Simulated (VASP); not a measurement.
LiCl:

```
Cl Li
1.0
     0.00000    2.56477    2.56477
     2.56477    0.00000    2.56477
     2.56477    2.56477    0.00000
Cl Li
1 1
Direct
  0.50000 0.50000 0.50000
  0.00000 0.00000 0.00000
```

- Program: VASP 6.6.1
- Task: relaxation of cell and atoms
- Functional: PBEsol
- Dispersion: D4
- Potentials or basis: VASP PAW PBE potentials, release 64 (Cl, Li_sv)
- Cutoff: 600 eV
- k mesh: 9 × 9 × 9
- Occupations: fermi-dirac, width 0.05 eV
- Spin: no spin polarisation

At the start: pressure -1.9 GPa; volume 16.87 Å³/atom.

Problem. How do energy, volume and symmetry change on relaxing?

Solution. Over 4 steps the energy falls by 6.1 meV/atom and the volume is 15.91 Å³/atom (-5.7 %); space group Fm-3m (No. 225, to 0.05 Å).

Step by step:
```csv
step,energy change (eV),largest force (eV/Å),pressure (GPa),volume (Å³)
1,0.0000,0.0000,-1.91,33.74
2,-0.0090,0.0000,-1.03,32.77
3,-0.0122,0.0000,-0.11,31.91
4,-0.0122,0.0000,-0.04,31.81
```

Final structure:
```xyz
2
Lattice="0.0000 2.5149 2.5149 2.5149 0.0000 2.5149 2.5149 2.5149 0.0000" Properties=species:S:1:pos:R:3 pbc="T T T"
Cl    2.5149    2.5149    2.5149
Li    0.0000    0.0000    0.0000
```

Caveat: the cutoff is under 1.25 times the usual one of these potentials, so pressure, stress and relaxed cells hold a basis-set (Pulay) error; the PAW data sets were made with another functional, which shifts forces and pressure a little.
